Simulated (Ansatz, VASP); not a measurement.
One calculation of BiH, two programs

```
Bi H
1.0
    -1.64733    1.64733    4.30671
     1.64733   -1.64733    4.30671
     1.64733    1.64733   -4.30671
Bi H
1 1
Cartesian
  0.0000 0.0000 -0.9279
  0.0000 0.0000 5.8548
```

Change from the starting cell: species swapped into the SnP type (I4mm, No. 107).

Alike in both runs: functional PBE; k mesh 22 × 22 × 22; occupations gaussian, width 0.1 eV; no spin polarisation.

Ansatz relaxed the structure, and its values are those at the end. VASP's run is a single point on that final structure, the one shown.

|  | VASP | Ansatz |
| --- | --- | --- |
| version | VASP 6.6.1 | Ansatz 0.2.0 |
| potentials or method | VASP PAW PBE potentials, release 64 (Bi_d, H), cutoff 520 eV | scalar-relativistic, plane waves, PAW |
| valence electrons in the cell | 16 | 16 |

|  | VASP | Ansatz | Ansatz less VASP |
| --- | --- | --- | --- |
| gap on the k mesh at the Fermi level (eV) | none | none | - |
| pressure (GPa) | -0.1 | 0.0 | +0.08 |

A gap of «none» marks a metal or a gap that the smearing closes.

Neither program's run includes spin-orbit coupling.
